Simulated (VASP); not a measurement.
Crystal: LaCo2.

```xyz
6
Lattice="0.0000 3.7245 3.7245 3.7245 0.0000 3.7245 3.7245 3.7245 0.0000" Properties=species:S:1:pos:R:3 pbc="T T T"
La    0.0000    0.0000    0.0000
La    1.8622    1.8622    1.8622
Co    4.6556    4.6556    4.6556
Co    4.6556    2.7934    2.7934
Co    2.7934    2.7934    4.6556
Co    2.7934    4.6556    2.7934
```

Base run:

| Item | Value |
| --- | --- |
| Program | VASP 6.6.1 |
| Functional | PBEsol |
| Potentials or basis | VASP PAW PBE potentials, release 64 (La, Co) |
| Cutoff | 520 eV |
| k mesh | 7 × 7 × 7 |
| Occupations | fermi-dirac, width 0.1 eV |
| Spin | no spin polarisation |

Its results: pressure -12.7 GPa.

**Question.** The run is repeated on the same cell with these changes: spin from no spin polarisation to collinear spin, ferromagnetic start; further incar settings from ALGO = Normal; EDIFF = 1e-06; NBANDS = 38 to ALGO = Normal; EDIFF = 1e-07; NBANDS = 42. What comes out?

**Answer.** Pressure -10.6 GPa; net moment 2.94 μB per cell; site moments La -0.20; Co +0.93 μB.

Caveats: the cell stands under tension; the PAW data sets were made with another functional, which shifts forces and pressure a little.
